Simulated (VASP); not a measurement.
A run of VASP 6.6.1 is set up as follows.

File INCAR:

```
SYSTEM = Ge
PREC = Accurate
ENCUT = 500
EDIFF = 1E-6
ISMEAR = 0
SIGMA = 0.1
LREAL = .FALSE.
LASPH = .TRUE.
NELM = 120
ALGO = Normal
ISIF = 2
LWAVE = .FALSE.
LCHARG = .FALSE.
GGA = PE
ISYM = 0
NBANDS = 51
GGA_COMPAT = .FALSE.
```

Contents of KPOINTS:

```
regular mesh
0
G
  10 6 6
  0 0 0
```

POSCAR

```
Ge
1.0
    4.0887242984      0.0000000000      0.0000000000
    0.0000000000      6.2115934587      0.0000000000
    0.0000000000      0.0000000000      6.2653483483
Ge
6
Direct
    0.7500000000      0.2945750331      0.1166925185
    0.2500000000      0.7054249669      0.8833074815
    0.2500000000      0.2945750331      0.8833074815
    0.7500000000      0.7054249669      0.1166925185
    0.2500000000      0.0000000000      0.6132011473
    0.7500000000      0.0000000000      0.3867988527
```

Potentials or basis: VASP PAW PBE potentials, release 64 (Ge_d).

The run is started by

```console
$ cat potpaw_PBE.64/Ge_d/POTCAR > POTCAR
$ mpirun -np 1 vasp_std > vasp.out
```

**Question.** What does it give for the pressure?

**Answer.** -0.1 GPa.

**Question.** Predict the band gap on the k mesh.

**Answer.** Zero (bands 42 and 43 overlap by 0.20 eV).

Caveat: semilocal functionals underestimate gaps, so a narrow gap can read as zero.
